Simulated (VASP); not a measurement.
# Li (Fm-3m) in VASP: a series of runs

Li is run at these levels: PBEsol; tasks: single point.

Everything below comes from runs of VASP 6.6.1. Logs are shortened: lines on timing, memory, paths and dates and some standing lists are left out, and cuts for length are marked.

### 1 The cell of the first run

It takes space group Fm-3m (No. 225, cubic). Conventional cell: a = 4.379 Å, b = 4.379 Å, c = 4.379 Å, α = 90.00°, β = 90.00°, γ = 90.00°. Within 4.1 Å of Li (site symmetry m-3m) lie 12 Li at 3.10 Å.

This isn't the form of Li at room conditions, which is bcc.

### 2 Single point, PBEsol (20.99 Å³/atom)

INCAR

```
SYSTEM = Li
ALGO = Normal
EDIFF = 1E-6
ENCUT = 520
GGA = PS
ISIF = 2
ISMEAR = 0
LASPH = .True.
LCHARG = .False.
LREAL = .False.
LWAVE = .False.
NBANDS = 8
NELM = 100
PREC = Accurate
SIGMA = 0.05
```

KPOINTS

```
k-points
0
Gamma
  18 18 18
  0 0 0
```

POSCAR

```
Li
1.0
    0.0000000000      2.1893444722      2.1893444722
    2.1893444722      0.0000000000      2.1893444722
    2.1893444722      2.1893444722      0.0000000000
Li
1
Direct
    0.0000000000      0.0000000000      0.0000000000
```

Potentials or basis: VASP PAW PBE potentials, release 64 (Li_sv).

Launch:

```sh
> cat potpaw_PBE.64/Li_sv/POTCAR > POTCAR
> mpirun -np 1 vasp_std > vasp.out
```

OUTCAR:

```text
SYSTEM = Li
   EDIFF = 1E-6
   ENCUT = 520
   GGA = PS
   ISIF = 2
   ISMEAR = 0
   LASPH = .True.
   LREAL = .False.
   NELM = 100
   PREC = Accurate

 ion  position               nearest neighbor table
   1  0.000  0.000  0.000-

  LATTYP: Found a face centered cubic cell.
 ALAT       =     4.3786889444

  Lattice vectors:

 A1 = (   0.0000000000,   2.1893444722,   2.1893444722)
 A2 = (   2.1893444722,   0.0000000000,   2.1893444722)
 A3 = (   2.1893444722,   2.1893444722,   0.0000000000)

Analysis of symmetry for initial positions (statically):
=====================================================================
 Subroutine PRICEL returns:
 Original cell was already a primitive cell.

 Routine SETGRP: Setting up the symmetry group for a
 face centered cubic supercell.

 Subroutine GETGRP returns: Found 48 space group operations
 (whereof 48 operations were pure point group operations)
 out of a pool of 48 trial point group operations.

The static configuration has the point symmetry O_h .

Analysis of symmetry for dynamics (positions and initial velocities):
=====================================================================
 Subroutine PRICEL returns:
 Original cell was already a primitive cell.

 Routine SETGRP: Setting up the symmetry group for a
 face centered cubic supercell.

 Subroutine GETGRP returns: Found 48 space group operations
 (whereof 48 operations were pure point group operations)
 out of a pool of 48 trial point group operations.

The dynamic configuration has the point symmetry O_h .

 Subroutine INISYM returns: Found 48 space group operations
 (whereof 48 operations are pure point group operations),
 and found     1 'primitive' translations

----------------------------------------------------------------------------------------

                                     Primitive cell

  volume of cell :      20.9881

  direct lattice vectors                    reciprocal lattice vectors
     0.000000000  2.189344472  2.189344472    -0.228378862  0.228378862  0.228378862
     2.189344472  0.000000000  2.189344472     0.228378862 -0.228378862  0.228378862
     2.189344472  2.189344472  0.000000000     0.228378862  0.228378862 -0.228378862

  length of vectors
     3.096200645  3.096200645  3.096200645     0.395563793  0.395563793  0.395563793

  position of ions in fractional coordinates (direct lattice)
     0.000000000  0.000000000  0.000000000

  ion indices of the primitive-cell ions
   primitive index   ion index
                 1           1

----------------------------------------------------------------------------------------

 KPOINTS: k-points

Automatic generation of k-mesh.
 Grid dimensions read from file:
 generate k-points for:   18   18   18

 Generating k-lattice:

  Cartesian coordinates                     Fractional coordinates (reciprocal lattice)
    -0.012687715  0.012687715  0.012687715     0.055555556  0.000000000  0.000000000
     0.012687715 -0.012687715  0.012687715     0.000000000  0.055555556  0.000000000
     0.012687715  0.012687715 -0.012687715     0.000000000  0.000000000  0.055555556

  Length of vectors
     0.021975766  0.021975766  0.021975766

  Shift w.r.t. Gamma in fractional coordinates (k-lattice)
     0.000000000  0.000000000  0.000000000

 Subroutine IBZKPT returns following result:
 ===========================================

 Found    195 irreducible k-points:

 Following reciprocal coordinates:
            Coordinates               Weight
  0.000000  0.000000  0.000000      1.000000
  0.055556  0.000000  0.000000      8.000000
  0.111111  0.000000  0.000000      8.000000
  0.166667  0.000000  0.000000      8.000000
  0.222222  0.000000  0.000000      8.000000
  0.277778  0.000000  0.000000      8.000000
[... 16 lines left out ...]
 -0.277778  0.055556  0.000000     24.000000
 -0.222222  0.055556  0.000000     24.000000
 [... further k-points ...]
   k-points           NKPTS =    195   k-points in BZ     NKDIM =    195   number of bands    NBANDS=      8
   number of dos      NEDOS =    301   number of ions     NIONS =      1
   total plane-waves  NPLWV =  13824
   dimension x,y,z NGX =    24 NGY =   24 NGZ =   24
   dimension x,y,z NGXF=    48 NGYF=   48 NGZF=   48
   ions per type =               1
   NGX,Y,Z   is equivalent  to a cutoff of  12.89, 12.89, 12.89 a.u.
   NGXF,Y,Z  is equivalent  to a cutoff of  25.77, 25.77, 25.77 a.u.
 SYSTEM =  Li
   PREC   = accura    normal or accurate (medium, high low for compatibility)
   ISTART =      0    job   : 0-new  1-cont  2-samecut
   ICHARG =      2    charge: 1-file 2-atom 10-const
   ISPIN  =      1    spin polarized calculation?
   LNONCOLLINEAR =      F non collinear calculations
   LSORBIT =      F    spin-orbit coupling
   LASPH  =      T    aspherical Exc in radial PAW
   ENCUT  =  520.0 eV  38.22 Ry    6.18 a.u.   5.76  5.76  5.76*2*pi/ulx,y,z
   NELM   =    100;   NELMIN=  2; NELMDL= -5     # of ELM steps
   EDIFF  = 0.1E-05   stopping-criterion for ELM
   LREAL  =      F    real-space projection
   EDIFFG = 0.1E-04   stopping-criterion for IOM
   NSW    =      0    number of steps for IOM
   IBRION =     -1    ionic relax: 0-MD 1-quasi-New 2-CG
   NFREE  =      0    steps in history (QN), initial steepest desc. (CG)
   ISIF   =      2    stress and relaxation
   ISYM   =      2    0-nonsym 1-usesym 2-fastsym
   POTIM  = 0.5000    time-step for ionic-motion
   TEBEG  =    0.0;   TEEND  =   0.0 temperature during run
   PSTRESS=    0.0 pullay stress
   NELECT =       3.0000    total number of electrons
   NUPDOWN=      -1.0000    fix difference up-down
   EMIN   =  10.00;   EMAX   =-10.00  energy-range for DOS
   EFERMI =   0.00;   METHOD = LEGACY
   ISMEAR =     0;   SIGMA  =   0.05  broadening in eV -4-tet -1-fermi 0-gaus
   EFERMI_NEDOS =   21; number of points for ismear=-14 and -15
   IALGO  =     38    algorithm
   IMIX   =      4    mixing-type and parameters
     AMIX     =   0.40;   BMIX     =  1.00
     AMIX_MAG =   1.60;   BMIX_MAG =  1.00
  volume/ion in A,a.u.               =      20.99       141.63
  Fermi-wavevector in a.u.,A,eV,Ry     =   0.855969  1.617546  9.968746  0.732682
  Thomas-Fermi vector in A             =   1.972799
   LORBIT       =      0    0 simple, 1 ext, 2 COOP (PROOUT), +10 PAW based schemes
   GGA     = PS    functional components
   LHFCALC =     F    Hartree Fock is set to
   AEXX    =    0.0000 exact exchange contribution
   IVDW    =     0    specifies the selected vdW correction
   LEPSILON=     F    determine dielectric tensor
   LRPA    =     F    only Hartree local field effects (RPA)
 non-spin polarized calculation
 Gauss-broadening in eV      SIGMA  =   0.05
  energy-cutoff  :      520.00
  volume of cell :       20.99
 maximum number of plane-waves:       588
   NGX = 11   NGY = 11   NGZ = 11

 number of electron       3.0000001 magnetization

 Free energy of the ion-electron system (eV)
  ---------------------------------------------------
  ext. energy  EPLUGINS =         0.00000000
  ---------------------------------------------------
  free energy    TOTEN  =        -1.96824326 eV

  energy without entropy =       -1.96775642  energy(sigma->0) =       -1.96799984

 E-fermi :   0.5478     XC(G=0):  -6.9332

 val. band max:        0.5288550981   @ k =   0.5000   0.0000   0.0000
 cond. band min:       0.5526305938   @ k =   0.5000   0.0556   0.0000
 fundamental gap:      0.0237754956
 Fermi energy:         0.5477618324

 k-point     1 :       0.0000    0.0000    0.0000
  band No.  band energies     occupation
      1     -45.4404      2.00000
      2      -2.9775      2.00000
      3      14.5607      0.00000
      4      14.5608      0.00000
      5      14.5608      0.00000
      6      18.3478      0.00000
      7      18.3478      0.00000
      8      18.3478      0.00000

 k-point     2 :       0.0556    0.0000    0.0000
  band No.  band energies     occupation
      1     -45.4400      2.00000
      2      -2.9232      2.00000
      3      13.9479      0.00000
      4      14.4330      0.00000
      5      14.4330      0.00000
      6      17.7447      0.00000
      7      18.5720      0.00000
      8      18.5720      0.00000

 k-point     3 :       0.1111    0.0000    0.0000
  band No.  band energies     occupation
      1     -45.4386      2.00000
      2      -2.7600      2.00000
      3      12.5046      0.00000
      4      14.1315      0.00000
      5      14.1315      0.00000
      6      17.5714      0.00000
      7      19.1095      0.00000
      8      19.1096      0.00000

 k-point     4 :       0.1667    0.0000    0.0000
  band No.  band energies     occupation
      1     -45.4365      2.00000
      2      -2.4882      2.00000
      3      10.8156      0.00000
      4      13.7859      0.00000
      5      13.7860      0.00000
      6      17.7322      0.00000
      7      19.5156      0.00000
      8      19.5156      0.00000

 k-point     5 :       0.2222    0.0000    0.0000
  band No.  band energies     occupation
      1     -45.4338      2.00000
      2      -2.1083      2.00000
      3       9.1315      0.00000
      4      13.4737      0.00000
      5      13.4737      0.00000
      6      17.9794      0.00000
      7      19.1576      0.00000
      8      19.1576      0.00000
[... 177 lines left out ...]
 k-point    22 :      -0.3333    0.0556    0.0000
  band No.  band energies     occupation
      1     -45.4272      2.00000
      2      -0.7820      2.00000
      3       5.6550      0.00000
      4      12.2051      0.00000
      5      13.3442      0.00000
      6      16.6910      0.00000
      7      17.3131      0.00000
      8      19.3745      0.00000

 k-point    23 :      -0.2778    0.0556    0.0000
  band No.  band energies     occupation
      1     -45.4297      2.00000
      2      -1.3901      2.00000
      3       7.0597      0.00000
      4      12.2692      0.00000
      5      13.6558      0.00000
      6      17.2685      0.00000
      7      17.7980      0.00000
      8      19.2628      0.00000

 k-point    24 :      -0.2222    0.0556    0.0000
  band No.  band energies     occupation
      1     -45.4326      2.00000
      2      -1.9087      2.00000
      3       8.6068      0.00000
      4      12.4417      0.00000
      5      13.9752      0.00000
      6      17.7456      0.00000
      7      18.4528      0.00000
      8      19.0511      0.00000

 [... further k-points ...]

------------------------ aborting loop because EDIFF is reached ----------------------------------------

  FORCE on cell =-STRESS in cart. coord.  units (eV):
  Direction    XX          YY          ZZ          XY          YZ          ZX
  --------------------------------------------------------------------------------------
  -------------------------------------------------------------------------------------
  Total       -0.0785335     -0.0785335     -0.0785335      0.0000000     -0.0000000      0.0000000
  in kB       -5.9950579     -5.9950579     -5.9950579      0.0000000     -0.0000000      0.0000000
  external PRESSURE =      -5.9950579 kB  Pullay stress =       0.0000000 kB

 VOLUME and BASIS-vectors are now :
 -----------------------------------------------------------------------------
  energy-cutoff  :      520.00
  volume of cell :       20.99
      direct lattice vectors                 reciprocal lattice vectors
     0.000000000  2.189344472  2.189344472    -0.228378862  0.228378862  0.228378862
     2.189344472  0.000000000  2.189344472     0.228378862 -0.228378862  0.228378862
     2.189344472  2.189344472  0.000000000     0.228378862  0.228378862 -0.228378862

 POSITION                                       TOTAL-FORCE (eV/Angst)
 -----------------------------------------------------------------------------------
      0.00000      0.00000      0.00000        -0.000000     -0.000000      0.000000
 -----------------------------------------------------------------------------------
    total drift:                                0.000000      0.000000     -0.000000

  FREE ENERGIE OF THE ION-ELECTRON SYSTEM (eV)
  ---------------------------------------------------
  free  energy   TOTEN  =        -1.9682432559 eV

  energy  without entropy=       -1.9677564244  energy(sigma->0) =       -1.96799984
```

It took 22 s on 1 thread of Intel Xeon 8259CL, shared host; peak memory 0.15 GiB.

Results:

- Free energy: -1.9682 eV
- Band gap on the k mesh: zero (an odd number of electrons rules out a gap without spin polarisation)

Levels at points of the mesh, in eV from the Fermi level:
| k point | band 1 | band 2 | band 3 | band 4 | band 5 |
| --- | --- | --- | --- | --- | --- |
| (0.00, 0.00, 0.00) | -45.99 | -3.53 | 14.01 | 14.01 | 14.01 |
| (0.50, 0.00, 0.00) | -45.97 | -0.02 | 2.81 | 12.33 | 12.33 |
| (0.50, 0.50, 0.00) | -45.97 | 1.49 | 4.57 | 8.23 | 8.23 |

Caveat: the cutoff is under 1.25 times the usual one of these potentials, so pressure, stress and relaxed cells hold a basis-set (Pulay) error; the PAW data sets were made with another functional, which shifts forces and pressure a little.

### 3 Single point, PBEsol (16.14 Å³/atom)

This run uses another cell than the first one, of 16.14 Å³/atom.

INCAR

```
PREC = Accurate ; ENCUT = 520
EDIFF = 1E-7 ; ISMEAR = 0
SIGMA = 0.05 ; LREAL = F
LASPH = T ; NELM = 80
ALGO = Fast ; ISIF = 2
LWAVE = F ; LCHARG = F
GGA = PS ; NBANDS = 8
```

KPOINTS

```
regular mesh
0
Gamma
  20 20 20
```

POSCAR

```
Li
1.0
    0.0000000000      2.0060094822      2.0060094822
    2.0060094822      0.0000000000      2.0060094822
    2.0060094822      2.0060094822      0.0000000000
Li
1
Direct
    0.0000000000      0.0000000000      0.0000000000
```

Potentials or basis: VASP PAW PBE potentials, release 64 (Li_sv).

Launch:

```sh
> cat potpaw_PBE.64/Li_sv/POTCAR > POTCAR
> mpirun -np 1 vasp_std > vasp.out
```

Wall time 42 s (1 thread of Intel Xeon 8259CL, shared host); peak memory 0.15 GiB.

Results (log left out):

```yaml
Free_energy: -1.9196 eV
Band_gap_on_the_k_mesh: zero (an odd number of electrons rules out a gap without spin polarisation)
```

Levels at points of the mesh, in eV from the Fermi level:
```tsv
k point	band 1	band 2	band 3	band 4	band 5
(0.00, 0.00, 0.00)	-45.56	-3.84	16.81	16.81	16.81
(0.50, 0.00, 0.00)	-45.52	-0.14	3.75	14.78	14.78
(0.50, 0.50, 0.00)	-45.50	1.69	5.58	9.80	9.80
```

Caveat: the cutoff is under 1.25 times the usual one of these potentials, so pressure, stress and relaxed cells hold a basis-set (Pulay) error; the PAW data sets were made with another functional, which shifts forces and pressure a little.
